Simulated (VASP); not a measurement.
Li2H:

```
Li H
1.0
     2.73566   -0.00051    0.03788
    -0.00088    4.85324   -0.01967
     0.07054   -0.02115    5.22404
Li H
4 2
Direct
  0.51385 0.49477 0.77744
  0.94506 0.99104 0.71631
  0.46355 0.53321 0.24079
  0.02948 0.01051 0.26748
  0.06303 0.29936 0.98819
  0.48504 0.83778 0.00979
```

- Program: VASP 6.6.1
- Task: relaxation of cell and atoms
- Functional: PBE
- Potentials or basis: VASP PAW PBE potentials, release 64 (Li_sv, H)
- Cutoff: 600 eV
- k mesh: 8 × 4 × 4
- Occupations: gaussian, width 0.2 eV
- Spin: no spin polarisation

At the start: pressure 0.5 GPa; volume 11.56 Å³/atom.

Task: How do energy, volume and symmetry change on relaxing?

Result: Over 27 steps the energy falls by 64.1 meV/atom and the volume is 11.57 Å³/atom (+0.1 %); space group P1 (No. 1, to 0.1 Å) before, Cm (No. 8, to 0.1 Å).

Step by step:
| step | energy change (eV) | largest force (eV/Å) | pressure (GPa) | volume (Å³) |
| --- | --- | --- | --- | --- |
| 1 | 0.0000 | 1.0395 | 0.48 | 69.34 |
| 2 | -0.1124 | 0.7466 | 0.30 | 69.69 |
| 3 | -0.2538 | 0.2703 | 0.14 | 70.68 |
| 4 | -0.2714 | 0.2152 | -0.03 | 70.90 |
| 5 | -0.2820 | 0.1369 | -0.26 | 71.22 |
| 6 | -0.2902 | 0.1049 | -0.19 | 70.90 |
| 7 | -0.3000 | 0.0943 | 0.03 | 70.10 |
| 8 | -0.3082 | 0.0709 | 0.09 | 69.87 |
| 9 | -0.3152 | 0.0993 | 0.25 | 69.39 |
| 10 | -0.3232 | 0.0911 | 0.13 | 69.77 |
| 11 | -0.3285 | 0.1380 | -0.01 | 70.32 |
| 12 | -0.3377 | 0.1049 | -0.16 | 70.62 |
| 13 | -0.3445 | 0.1115 | -0.42 | 71.15 |
| 14 | -0.3524 | 0.0988 | -0.20 | 70.47 |
| 15 | -0.3537 | 0.0915 | -0.08 | 70.10 |
| 16 | -0.3596 | 0.0854 | 0.02 | 69.73 |
| 17 | -0.3645 | 0.0836 | 0.20 | 69.15 |
| 18 | -0.3698 | 0.0722 | 0.11 | 69.33 |
| 19 | -0.3736 | 0.0917 | -0.01 | 69.63 |
| 20 | -0.3772 | 0.0607 | -0.11 | 69.77 |
| 21 | -0.3785 | 0.0656 | -0.20 | 69.91 |
| 22 | -0.3806 | 0.0488 | -0.06 | 69.53 |
| 23 | -0.3816 | 0.0465 | 0.15 | 69.01 |
| 24 | -0.3829 | 0.0388 | 0.07 | 69.19 |
| 25 | -0.3836 | 0.0325 | 0.00 | 69.37 |
| 26 | -0.3836 | 0.0307 | -0.02 | 69.43 |
| 27 | -0.3844 | 0.0219 | -0.01 | 69.42 |

Final structure:
```cif
data_structure
_symmetry_space_group_name_H-M 'P 1'
_symmetry_Int_Tables_number 1
_cell_length_a 2.7930
_cell_length_b 4.8694
_cell_length_c 5.3134
_cell_angle_alpha 106.118
_cell_angle_beta 90.743
_cell_angle_gamma 89.935
_cell_volume 69.42
loop_
_atom_site_label
_atom_site_type_symbol
_atom_site_fract_x
_atom_site_fract_y
_atom_site_fract_z
_atom_site_occupancy
Li1 Li 0.49320 0.42406 0.75334 1
Li2 Li 0.98445 0.92520 0.75770 1
Li3 Li 0.50753 0.57643 0.24270 1
Li4 Li 0.01493 0.07739 0.24651 1
H1 H 0.00051 0.33110 0.99842 1
H2 H 0.49937 0.83249 0.00132 1
```

Caveat: the cutoff is under 1.25 times the usual one of these potentials, so pressure, stress and relaxed cells hold a basis-set (Pulay) error.
